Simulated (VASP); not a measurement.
# TiC (Fm-3m) in VASP: single point with LDA

Aim: the single point of TiC with LDA.

Everything below comes from runs of VASP 6.6.1. Logs are shortened: lines on timing, memory, paths and dates and some standing lists are left out, and cuts for length are marked.

## 1. The cell of the first run

Symmetry: Fm-3m, No. 225, cubic system. The conventional cell has a = 4.319 Å, b = 4.319 Å, c = 4.319 Å, α = 90.00°, β = 90.00°, γ = 90.00°. Ti (site symmetry m-3m) has 6 C at 2.16 Å within 2.9 Å. Within 2.9 Å of C (site symmetry m-3m) lie 6 Ti at 2.16 Å.

## 2. Single point, LDA

INCAR reads:

```
SYSTEM = TiC
PREC = Accurate
ENCUT = 600
EDIFF = 1E-6
ISMEAR = -1
SIGMA = 0.0272
LREAL = .FALSE.
LASPH = .TRUE.
NELM = 120
ALGO = Normal
ISIF = 2
LWAVE = .FALSE.
LCHARG = .FALSE.
GGA = CA
NBANDS = 15
GGA_COMPAT = .FALSE.
```

KPOINTS reads:

```
Automatic mesh
0
G
  12 12 12
  0 0 0
```

POSCAR reads:

```
TiC
1.0
    0.0000000000      2.1593000000      2.1593000000
    2.1593000000      0.0000000000      2.1593000000
    2.1593000000      2.1593000000      0.0000000000
Ti C
1 1
Direct
    0.0000000000      0.0000000000      0.0000000000
    0.5000000000      0.5000000000      0.5000000000
```

Potentials or basis: VASP PAW LDA potentials, release 64 (Ti_sv, C).

Started as:

```sh
$ cat potpaw_LDA.64/Ti_sv/POTCAR potpaw_LDA.64/C/POTCAR > POTCAR
$ mpirun -np 1 vasp_std > vasp.out
```

OUTCAR:

```text
SYSTEM = TiC
   PREC = Accurate
   ENCUT = 600
   EDIFF = 1E-6
   ISMEAR = -1
   LREAL = .FALSE.
   LASPH = .TRUE.
   NELM = 120
   ISIF = 2
   GGA = CA

 ion  position               nearest neighbor table
   1  0.000  0.000  0.000-   2 2.16   2 2.16   2 2.16   2 2.16   2 2.16   2 2.16
   2  0.500  0.500  0.500-   1 2.16   1 2.16   1 2.16   1 2.16   1 2.16   1 2.16

  LATTYP: Found a face centered cubic cell.
 ALAT       =     4.3186000000

  Lattice vectors:

 A1 = (   0.0000000000,   2.1593000000,   2.1593000000)
 A2 = (   2.1593000000,   0.0000000000,   2.1593000000)
 A3 = (   2.1593000000,   2.1593000000,   0.0000000000)

Analysis of symmetry for initial positions (statically):
=====================================================================
 Subroutine PRICEL returns:
 Original cell was already a primitive cell.

 Routine SETGRP: Setting up the symmetry group for a
 face centered cubic supercell.

 Subroutine GETGRP returns: Found 48 space group operations
 (whereof 48 operations were pure point group operations)
 out of a pool of 48 trial point group operations.

The static configuration has the point symmetry O_h .

Analysis of symmetry for dynamics (positions and initial velocities):
=====================================================================
 Subroutine PRICEL returns:
 Original cell was already a primitive cell.

 Routine SETGRP: Setting up the symmetry group for a
 face centered cubic supercell.

 Subroutine GETGRP returns: Found 48 space group operations
 (whereof 48 operations were pure point group operations)
 out of a pool of 48 trial point group operations.

The dynamic configuration has the point symmetry O_h .

 Subroutine INISYM returns: Found 48 space group operations
 (whereof 48 operations are pure point group operations),
 and found     1 'primitive' translations

----------------------------------------------------------------------------------------

                                     Primitive cell

  volume of cell :      20.1358

  direct lattice vectors                    reciprocal lattice vectors
     0.000000000  2.159300000  2.159300000    -0.231556523  0.231556523  0.231556523
     2.159300000  0.000000000  2.159300000     0.231556523 -0.231556523  0.231556523
     2.159300000  2.159300000  0.000000000     0.231556523  0.231556523 -0.231556523

  length of vectors
     3.053711345  3.053711345  3.053711345     0.401067663  0.401067663  0.401067663

  position of ions in fractional coordinates (direct lattice)
     0.000000000  0.000000000  0.000000000
     0.500000000  0.500000000  0.500000000

  ion indices of the primitive-cell ions
   primitive index   ion index
                 1           1
                 2           2

----------------------------------------------------------------------------------------

 KPOINTS: Automatic mesh

Automatic generation of k-mesh.
 Grid dimensions read from file:
 generate k-points for:   12   12   12

 Generating k-lattice:

  Cartesian coordinates                     Fractional coordinates (reciprocal lattice)
    -0.019296377  0.019296377  0.019296377     0.083333333  0.000000000  0.000000000
     0.019296377 -0.019296377  0.019296377     0.000000000  0.083333333  0.000000000
     0.019296377  0.019296377 -0.019296377     0.000000000  0.000000000  0.083333333

  Length of vectors
     0.033422305  0.033422305  0.033422305

  Shift w.r.t. Gamma in fractional coordinates (k-lattice)
     0.000000000  0.000000000  0.000000000

 Subroutine IBZKPT returns following result:
 ===========================================

 Found     72 irreducible k-points:

 Following reciprocal coordinates:
            Coordinates               Weight
  0.000000  0.000000  0.000000      1.000000
  0.083333  0.000000  0.000000      8.000000
  0.166667  0.000000  0.000000      8.000000
  0.250000  0.000000  0.000000      8.000000
  0.333333  0.000000  0.000000      8.000000
  0.416667  0.000000  0.000000      8.000000
[... 16 lines left out ...]
  0.500000  0.166667  0.000000     24.000000
 -0.416667  0.166667  0.000000     24.000000
 [... further k-points ...]
   k-points           NKPTS =     72   k-points in BZ     NKDIM =     72   number of bands    NBANDS=     15
   number of dos      NEDOS =    301   number of ions     NIONS =      2
   total plane-waves  NPLWV =  13824
   dimension x,y,z NGX =    24 NGY =   24 NGZ =   24
   dimension x,y,z NGXF=    48 NGYF=   48 NGZF=   48
   ions per type =               1   1
   NGX,Y,Z   is equivalent  to a cutoff of  13.07, 13.07, 13.07 a.u.
   NGXF,Y,Z  is equivalent  to a cutoff of  26.13, 26.13, 26.13 a.u.
 SYSTEM =  TiC
   PREC   = accura    normal or accurate (medium, high low for compatibility)
   ISTART =      0    job   : 0-new  1-cont  2-samecut
   ICHARG =      2    charge: 1-file 2-atom 10-const
   ISPIN  =      1    spin polarized calculation?
   LNONCOLLINEAR =      F non collinear calculations
   LSORBIT =      F    spin-orbit coupling
   LASPH  =      T    aspherical Exc in radial PAW
   ENCUT  =  600.0 eV  44.10 Ry    6.64 a.u.   6.10  6.10  6.10*2*pi/ulx,y,z
   NELM   =    120;   NELMIN=  2; NELMDL= -5     # of ELM steps
   EDIFF  = 0.1E-05   stopping-criterion for ELM
   LREAL  =      F    real-space projection
   EDIFFG = 0.1E-04   stopping-criterion for IOM
   NSW    =      0    number of steps for IOM
   IBRION =     -1    ionic relax: 0-MD 1-quasi-New 2-CG
   NFREE  =      0    steps in history (QN), initial steepest desc. (CG)
   ISIF   =      2    stress and relaxation
   ISYM   =      2    0-nonsym 1-usesym 2-fastsym
   POTIM  = 0.5000    time-step for ionic-motion
   TEBEG  =    0.0;   TEEND  =   0.0 temperature during run
   PSTRESS=    0.0 pullay stress
   NELECT =      16.0000    total number of electrons
   NUPDOWN=      -1.0000    fix difference up-down
   EMIN   =  10.00;   EMAX   =-10.00  energy-range for DOS
   EFERMI =   0.00;   METHOD = LEGACY
   ISMEAR =    -1;   SIGMA  =   0.03  broadening in eV -4-tet -1-fermi 0-gaus
   EFERMI_NEDOS =   21; number of points for ismear=-14 and -15
   IALGO  =     38    algorithm
   IMIX   =      4    mixing-type and parameters
     AMIX     =   0.40;   BMIX     =  1.00
     AMIX_MAG =   1.60;   BMIX_MAG =  1.00
  volume/ion in A,a.u.               =      10.07        67.94
  Fermi-wavevector in a.u.,A,eV,Ry     =   1.516323  2.865436 31.283015  2.299237
  Thomas-Fermi vector in A             =   2.625728
   LORBIT       =      0    0 simple, 1 ext, 2 COOP (PROOUT), +10 PAW based schemes
   GGA     = CA    functional components
   LHFCALC =     F    Hartree Fock is set to
   AEXX    =    0.0000 exact exchange contribution
   IVDW    =     0    specifies the selected vdW correction
   LEPSILON=     F    determine dielectric tensor
   LRPA    =     F    only Hartree local field effects (RPA)
 non-spin polarized calculation
  energy-cutoff  :      600.00
  volume of cell :       20.14
 maximum number of plane-waves:       692
   NGX = 13   NGY = 13   NGZ = 13

 number of electron      16.0000002 magnetization

 Free energy of the ion-electron system (eV)
  ---------------------------------------------------
  ext. energy  EPLUGINS =         0.00000000
  ---------------------------------------------------
  free energy    TOTEN  =       -20.51705122 eV

  energy without entropy =      -20.51636053  energy(sigma->0) =      -20.51670587

 E-fermi :   9.3805     XC(G=0): -13.0224

 val. band max:        9.3375028971   @ k =   0.5000   0.5000   0.0000
 cond. band min:       9.4355568530   @ k =   0.3333   0.2500   0.0000
 fundamental gap:      0.0980539559
 Fermi energy:         9.3804910130

 k-point     1 :       0.0000    0.0000    0.0000
  band No.  band energies     occupation
      1     -46.5153      2.00000
      2     -22.9173      2.00000
      3     -22.9173      2.00000
      4     -22.9173      2.00000
      5      -2.9125      2.00000
      6       9.9704      0.00000
      7       9.9704      0.00000
      8       9.9704      0.00000
      9      11.0375      0.00000
     10      11.0375      0.00000
     11      11.0375      0.00000
     12      11.0681      0.00000
     13      11.0681      0.00000
     14      20.0729      0.00000
     15      23.4229      0.00000

 k-point     2 :       0.0833    0.0000    0.0000
  band No.  band energies     occupation
      1     -46.5100      2.00000
      2     -22.9544      2.00000
      3     -22.9208      2.00000
      4     -22.9208      2.00000
      5      -2.7531      2.00000
      6       9.2836      1.94479
      7       9.5691      0.00195
      8       9.5691      0.00195
      9      10.3160      0.00000
     10      10.3160      0.00000
     11      11.3789      0.00000
     12      12.4223      0.00000
     13      12.4223      0.00000
     14      20.3320      0.00000
     15      23.4896      0.00000

 k-point     3 :       0.1667    0.0000    0.0000
  band No.  band energies     occupation
      1     -46.4952      2.00000
      2     -23.0544      2.00000
      3     -22.9302      2.00000
      4     -22.9302      2.00000
      5      -2.2919      2.00000
      6       8.0156      2.00000
      7       8.5222      2.00000
      8       8.5222      2.00000
      9      10.5830      0.00000
     10      10.5830      0.00000
     11      11.7897      0.00000
     12      13.8585      0.00000
     13      13.8585      0.00000
     14      20.8136      0.00000
     15      23.4978      0.00000
[... 343 lines left out ...]
 k-point    23 :       0.5000    0.1667    0.0000
  band No.  band energies     occupation
      1     -46.4277      2.00000
      2     -23.3901      2.00000
      3     -23.0470      2.00000
      4     -23.0011      2.00000
      5       0.2634      2.00000
      6       4.2871      2.00000
      7       6.3758      2.00000
      8       6.8937      2.00000
      9      11.5107      0.00000
     10      12.3659      0.00000
     11      13.2377      0.00000
     12      16.2128      0.00000
     13      16.5524      0.00000
     14      19.8257      0.00000
     15      23.9522      0.00000

 k-point    24 :      -0.4167    0.1667    0.0000
  band No.  band energies     occupation
      1     -46.4264      2.00000
      2     -23.3954      2.00000
      3     -23.0652      2.00000
      4     -22.9882      2.00000
      5       0.4258      2.00000
      6       4.1044      2.00000
      7       6.3889      2.00000
      8       6.6616      2.00000
      9      12.0616      0.00000
     10      12.1183      0.00000
     11      13.2022      0.00000
     12      16.0705      0.00000
     13      17.0335      0.00000
     14      19.4861      0.00000
     15      23.7046      0.00000

 [... further k-points ...]

------------------------ aborting loop because EDIFF is reached ----------------------------------------

  FORCE on cell =-STRESS in cart. coord.  units (eV):
  Direction    XX          YY          ZZ          XY          YZ          ZX
  --------------------------------------------------------------------------------------
  -------------------------------------------------------------------------------------
  Total       -1.2579545     -1.2579545     -1.2579545      0.0000000      0.0000000      0.0000000
  in kB     -100.0936623   -100.0936623   -100.0936623      0.0000000      0.0000000      0.0000000
  external PRESSURE =    -100.0936623 kB  Pullay stress =       0.0000000 kB

 VOLUME and BASIS-vectors are now :
 -----------------------------------------------------------------------------
  energy-cutoff  :      600.00
  volume of cell :       20.14
      direct lattice vectors                 reciprocal lattice vectors
     0.000000000  2.159300000  2.159300000    -0.231556523  0.231556523  0.231556523
     2.159300000  0.000000000  2.159300000     0.231556523 -0.231556523  0.231556523
     2.159300000  2.159300000  0.000000000     0.231556523  0.231556523 -0.231556523

 POSITION                                       TOTAL-FORCE (eV/Angst)
 -----------------------------------------------------------------------------------
      0.00000      0.00000      0.00000        -0.000000      0.000000     -0.000000
      2.15930      2.15930      2.15930         0.000000     -0.000000      0.000000
 -----------------------------------------------------------------------------------
    total drift:                                0.000000     -0.000000     -0.000000

  FREE ENERGIE OF THE ION-ELECTRON SYSTEM (eV)
  ---------------------------------------------------
  free  energy   TOTEN  =       -20.5170512224 eV

  energy  without entropy=      -20.5163605262  energy(sigma->0) =      -20.51670587
```

Wall time 12 s (1 thread of Intel Xeon 6975P-C, shared host); peak memory 0.15 GiB.

Results:

```yaml
Free_energy: -20.5171 eV
Pressure: -10.0 GPa
Band_gap_on_the_k_mesh: zero (band 8 reaches 9.97 eV, above the bottom of band 9 at 8.93 eV)
```
